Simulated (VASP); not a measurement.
**TiC: single point with revPBE+D3(BJ)**

Crystal: TiC.

```
Ti C
1.0
     0.00000    2.13645    2.13645
     2.13645    0.00000    2.13645
     2.13645    2.13645    0.00000
Ti C
1 1
Direct
  0.00000 0.00000 0.00000
  0.50000 0.50000 0.50000
```

| Quantity | Value |
| --- | --- |
| Program | VASP 6.6.1 |
| Task | single point |
| Functional | revPBE |
| Dispersion | D3(BJ) |
| Potentials or basis | VASP PAW PBE potentials, release 64 (Ti_sv, C) |
| Cutoff | 520 eV |
| k mesh | 11 × 11 × 11 |
| Occupations | fermi-dirac, width 0.05 eV |
| Spin | no spin polarisation |
| Dipole correction | no |
| Further INCAR settings | ALGO = Normal; EDIFF = 1e-07; NBANDS = 15 |

| Quantity | Value |
| --- | --- |
| Pressure | -0.3 GPa |
| Band gap on the k mesh | zero (band 8 reaches 10.70 eV, above the bottom of band 9 at 9.57 eV) |
| Dispersion energy per atom | -0.890 eV |

Levels at points of the mesh, in eV from the Fermi level:
| k point | band 4 | band 5 | band 6 | band 7 | band 8 | band 9 | band 10 | band 11 | band 12 | band 13 |
| --- | --- | --- | --- | --- | --- | --- | --- | --- | --- | --- |
| (0.00, 0.00, 0.00) | -32.60 | -12.71 | 0.65 | 0.65 | 0.65 | 1.66 | 1.66 | 1.66 | 1.72 | 1.72 |

Wall time 12 s on 1 thread of Intel(R) Xeon(R) Platinum 8259CL CPU @ 2.50GHz (Skylake/Cascade Lake), on a shared host, peak memory 0.16 GiB.

Caveat: the PAW data sets were made with another functional, which shifts forces and pressure a little; pairwise dispersion overbinds metals, which lowers pressure and volume.
